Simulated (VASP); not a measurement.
# Ba (P4/mmm) in VASP: a series of runs, part 3 of 3

VASP 6.6.1. Earlier steps stand in the parts before.

### Step 6. Single point, r2SCAN (strain +0.000 along x and y, +0.080 along z)

The input, POSCAR:

```
Ba
1.0
    3.9177175405      0.0000000000      0.0000000000
    0.0000000000      3.9177175405      0.0000000000
    0.0000000000      0.0000000000      4.2311349437
Ba
1
Direct
    0.0000000000      0.0000000000      0.0000000000
```

The input, INCAR.step1:

```
SYSTEM = Ba
  PREC = Accurate
  ENCUT = 520
  ISMEAR = 0
  SIGMA = 0.15
  LREAL = .False.
  LASPH = .True.
  NELM = 100
  NBANDS = 11
  GGA = PE
  ALGO = Normal
  EDIFF = 1E-4
  LWAVE = .True.
  LCHARG = .False.
```

The input, INCAR.step2:

```
SYSTEM = Ba
  PREC = Accurate
  ENCUT = 520
  EDIFF = 1E-6
  ISMEAR = 0
  SIGMA = 0.15
  LREAL = .False.
  LASPH = .True.
  NELM = 100
  ALGO = Normal
  ISIF = 2
  LWAVE = .False.
  LCHARG = .True.
  METAGGA = R2SCAN
  LMIXTAU = .True.
  LELF = .True.
  LVHAR = .True.
  NBANDS = 11
  ISTART = 1
```

The input, KPOINTS:

```
regular mesh
0
Gamma
  12 12 12
  0 0 0
```

Potentials or basis: VASP PAW PBE potentials, release 64 (Ba_sv).

Command:

```sh
cat potpaw_PBE.64/Ba_sv/POTCAR > POTCAR
cp INCAR.step1 INCAR
mpirun -np 1 vasp_std > vasp.out
cp INCAR.step2 INCAR
mpirun -np 1 vasp_std > vasp.out
```

OUTCAR:

```text
SYSTEM = Ba
   PREC = Accurate
   ENCUT = 520
   EDIFF = 1E-6
   ISMEAR = 0
   LREAL = .False.
   LASPH = .True.
   NELM = 100
   ISIF = 2
   METAGGA = R2SCAN
   ISTART = 1

 ion  position               nearest neighbor table
   1  0.000  0.000  0.000-

  LATTYP: Found a simple tetragonal cell.
 ALAT       =     3.9177175405
 C/A-ratio  =     1.0800000000

  Lattice vectors:

 A1 = (   3.9177175405,   0.0000000000,   0.0000000000)
 A2 = (   0.0000000000,   3.9177175405,   0.0000000000)
 A3 = (   0.0000000000,   0.0000000000,   4.2311349437)

Analysis of symmetry for initial positions (statically):
=====================================================================
 Subroutine PRICEL returns:
 Original cell was already a primitive cell.

 Routine SETGRP: Setting up the symmetry group for a
 simple tetragonal supercell.

 Subroutine GETGRP returns: Found 16 space group operations
 (whereof 16 operations were pure point group operations)
 out of a pool of 16 trial point group operations.

The static configuration has the point symmetry D_4h.

Analysis of symmetry for dynamics (positions and initial velocities):
=====================================================================
 Subroutine PRICEL returns:
 Original cell was already a primitive cell.

 Routine SETGRP: Setting up the symmetry group for a
 simple tetragonal supercell.

 Subroutine GETGRP returns: Found 16 space group operations
 (whereof 16 operations were pure point group operations)
 out of a pool of 16 trial point group operations.

The dynamic configuration has the point symmetry D_4h.

 Subroutine INISYM returns: Found 16 space group operations
 (whereof 16 operations are pure point group operations),
 and found     1 'primitive' translations

----------------------------------------------------------------------------------------

                                     Primitive cell

  volume of cell :      64.9416

  direct lattice vectors                    reciprocal lattice vectors
     3.917717540  0.000000000  0.000000000     0.255250663  0.000000000  0.000000000
     0.000000000  3.917717540  0.000000000     0.000000000  0.255250663  0.000000000
[... 113 lines left out ...]
   LRPA    =     F    only Hartree local field effects (RPA)
 non-spin polarized calculation
 Gauss-broadening in eV      SIGMA  =   0.15
  energy-cutoff  :      520.00
  volume of cell :       64.94
 maximum number of plane-waves:      1770
 NGX is ok and might be reduce to    30
   NGX = 15   NGY = 15   NGZ = 15

 number of electron      10.0000000 magnetization

 Free energy of the ion-electron system (eV)
  ---------------------------------------------------
  ext. energy  EPLUGINS =         0.00000000
  ---------------------------------------------------
  free energy    TOTEN  =       -26.15707794 eV

  energy without entropy =      -26.15163679  energy(sigma->0) =      -26.15435736

 E-fermi :   1.5854     XC(G=0):  -7.6996

 val. band max:        1.5827892727   @ k =   0.1667   0.0000   0.5000
 cond. band min:       1.5864340090   @ k =   0.2500   0.0000   0.5000
 fundamental gap:      0.0036447364
 Fermi energy:         1.5854427659

 k-point     1 :       0.0000    0.0000    0.0000
  band No.  band energies     occupation
      1     -28.7623      2.00000
      2     -13.3184      2.00000
      3     -13.1661      2.00000
      4     -13.1661      2.00000
      5      -1.1007      2.00000
      6       1.7685      0.08445
      7       1.7826      0.06310
      8       6.3295      0.00000
      9       6.3295      0.00000
     10       6.7509      0.00000
     11       8.5139      0.00000
[... 309 lines left out ...]
 k-point    24 :       0.4167    0.3333    0.0000
  band No.  band energies     occupation
      1     -28.6511      2.00000
      2     -13.7901      2.00000
      3     -13.6447      2.00000
      4     -13.1899      2.00000
      5       0.8527      2.00000
      6       2.3262      0.00000
      7       4.2809      0.00000
      8       4.3664      0.00000
      9       4.7419      0.00000
     10       4.7801      0.00000
     11       8.0216      0.00000

 [... further k-points ...]

------------------------ aborting loop because EDIFF is reached ----------------------------------------

  FORCE on cell =-STRESS in cart. coord.  units (eV):
  Direction    XX          YY          ZZ          XY          YZ          ZX
  --------------------------------------------------------------------------------------
  -------------------------------------------------------------------------------------
  Total        0.1164247      0.1164247     -0.7232187      0.0000000     -0.0000000      0.0000000
  in kB        2.8723184      2.8723184    -17.8425569      0.0000000     -0.0000000      0.0000000
  external PRESSURE =      -4.0326400 kB  Pullay stress =       0.0000000 kB

 VOLUME and BASIS-vectors are now :
 -----------------------------------------------------------------------------
  energy-cutoff  :      520.00
  volume of cell :       64.94
      direct lattice vectors                 reciprocal lattice vectors
     3.917717540  0.000000000  0.000000000     0.255250663  0.000000000  0.000000000
     0.000000000  3.917717540  0.000000000     0.000000000  0.255250663  0.000000000
     0.000000000  0.000000000  4.231134944     0.000000000  0.000000000  0.236343207

 POSITION                                       TOTAL-FORCE (eV/Angst)
 -----------------------------------------------------------------------------------
      0.00000      0.00000      0.00000         0.000000      0.000000      0.000000
 -----------------------------------------------------------------------------------
    total drift:                                0.000000      0.000000      0.000000

  FREE ENERGIE OF THE ION-ELECTRON SYSTEM (eV)
  ---------------------------------------------------
  free  energy   TOTEN  =       -26.1570779355 eV

  energy  without entropy=      -26.1516367904  energy(sigma->0) =      -26.15435736
```

It took 6.8 min on 1 thread of Intel Xeon 8259CL, shared host; peak memory 0.28 GiB.

Results:

```
Free energy            : -26.1571 eV
Pressure               : -0.4 GPa
Band gap on the k mesh : zero (bands 5 and 6 overlap by 0.11 eV)
```

Levels at points of the mesh, in eV from the Fermi level:
| k point | band 1 | band 2 | band 3 | band 4 | band 5 | band 6 | band 7 | band 8 | band 9 | band 10 |
| --- | --- | --- | --- | --- | --- | --- | --- | --- | --- | --- |
| (0.00, 0.00, 0.00) | -30.35 | -14.90 | -14.75 | -14.75 | -2.69 | 0.18 | 0.20 | 4.74 | 4.74 | 5.17 |
| (0.50, 0.00, 0.00) | -30.28 | -15.51 | -14.83 | -14.68 | -0.48 | 0.69 | 0.90 | 2.16 | 2.82 | 5.05 |
| (0.50, 0.50, 0.00) | -30.22 | -15.39 | -15.39 | -14.75 | -1.15 | 1.23 | 2.78 | 2.78 | 3.55 | 3.55 |
| (0.00, 0.00, 0.50) | -30.32 | -15.31 | -14.72 | -14.72 | -0.89 | 0.34 | 0.60 | 3.12 | 3.12 | 5.32 |
| (0.50, 0.00, 0.50) | -30.25 | -15.45 | -15.19 | -14.65 | -0.98 | 0.74 | 3.14 | 3.16 | 3.17 | 3.67 |
| (0.50, 0.50, 0.50) | -30.19 | -15.34 | -15.34 | -15.09 | -0.39 | 0.17 | 0.17 | 3.99 | 6.00 | 6.55 |

Caveat: the cell differs from its parent crystal (strain +0.000 along x and y, +0.080 along z); the PAW data sets were made with another functional, which shifts forces and pressure a little; spin-orbit coupling is left out, which moves the levels of the heavy elements.

### Step 7. Single point, r2SCAN (strain +0.080 along x and y, +0.000 along z)

The input, POSCAR:

```
Ba
1.0
    4.2311349437      0.0000000000      0.0000000000
    0.0000000000      4.2311349437      0.0000000000
    0.0000000000      0.0000000000      3.9177175405
Ba
1
Direct
    0.0000000000      0.0000000000      0.0000000000
```

The input, INCAR.step1:

```
SYSTEM = Ba
PREC = Accurate
ENCUT = 520
ISMEAR = 0
SIGMA = 0.15
LREAL = .False.
LASPH = .True.
NELM = 80
NBANDS = 11
GGA = PE
ALGO = Normal
EDIFF = 1E-4
LWAVE = .True.
LCHARG = .False.
```

The input, INCAR.step2:

```
SYSTEM = Ba
PREC = Accurate
ENCUT = 520
EDIFF = 1E-6
ISMEAR = 0
SIGMA = 0.15
LREAL = .False.
LASPH = .True.
NELM = 80
ALGO = Normal
ISIF = 2
LWAVE = .False.
LCHARG = .False.
METAGGA = R2SCAN
LMIXTAU = .True.
NBANDS = 11
ISTART = 1
```

KPOINTS is that of step 6.

Command:

```sh
cat potpaw_PBE.64/Ba_sv/POTCAR > POTCAR
cp INCAR.step1 INCAR
mpirun -np 1 vasp_std > vasp.out
cp INCAR.step2 INCAR
mpirun -np 1 vasp_std > vasp.out
```

Wall time 5.1 min (1 thread of Intel Xeon 8259CL, shared host); peak memory 0.29 GiB.

Results (log left out):

| Item | Value |
| --- | --- |
| Free energy | -26.1332 eV |
| Pressure | -0.8 GPa |
| Band gap on the k mesh | zero (bands 5 and 6 overlap by 0.22 eV) |

Stress tensor (GPa, compression positive):
```
-1.56  0.00  0.00
 0.00 -1.56  0.00
 0.00  0.00  0.61
```

Levels at points of the mesh, in eV from the Fermi level:
```tsv
k point	band 2	band 3	band 4	band 5	band 6	band 7	band 8	band 9
(0.00, 0.00, 0.00)	-14.97	-14.97	-14.83	-2.64	0.25	0.27	4.28	4.73
(0.50, 0.00, 0.00)	-15.37	-14.94	-14.79	-0.79	0.34	0.71	2.46	3.13
(0.50, 0.50, 0.00)	-15.31	-15.31	-14.76	-0.78	0.51	2.72	2.72	3.48
(0.00, 0.00, 0.50)	-15.57	-14.89	-14.89	-0.37	0.68	1.05	2.18	2.18
(0.50, 0.00, 0.50)	-15.51	-15.26	-14.86	-0.92	1.01	2.57	3.10	3.13
(0.50, 0.50, 0.50)	-15.46	-15.21	-15.21	-0.11	-0.11	0.44	3.96	5.62
```

Caveat: the cell differs from its parent crystal (strain +0.080 along x and y, +0.000 along z); the PAW data sets were made with another functional, which shifts forces and pressure a little; spin-orbit coupling is left out, which moves the levels of the heavy elements.

### Step 8. Summary

```csv
cell,gap on the mesh (eV),pressure (GPa)
"a = 3.604, b = 3.604, c = 3.918 Å, 1 atom",none,2.1
"a = 3.604, b = 3.604, c = 4.231 Å, 1 atom",none,1.3
"a = 3.918, b = 3.918, c = 3.604 Å, 1 atom",none,1.0
"a = 4.231, b = 4.231, c = 3.604 Å, 1 atom",none,-0.2
"a = 3.918, b = 3.918, c = 4.231 Å, 1 atom",none,-0.4
"a = 4.231, b = 4.231, c = 3.918 Å, 1 atom",none,-0.8
```

Alike in all rows: task single point; level r2SCAN; potentials or basis VASP PAW PBE potentials, release 64 (Ba_sv); no spin polarisation; k mesh 12 × 12 × 12; cutoff (eV) 520; smearing gaussian 0.15 eV.

Caveats: the PAW data sets were made with another functional, which shifts forces and pressure a little; spin-orbit coupling is left out, which moves the levels of the heavy elements.

Total energies depend on the potentials used, so only differences within one code and one set of settings carry meaning.
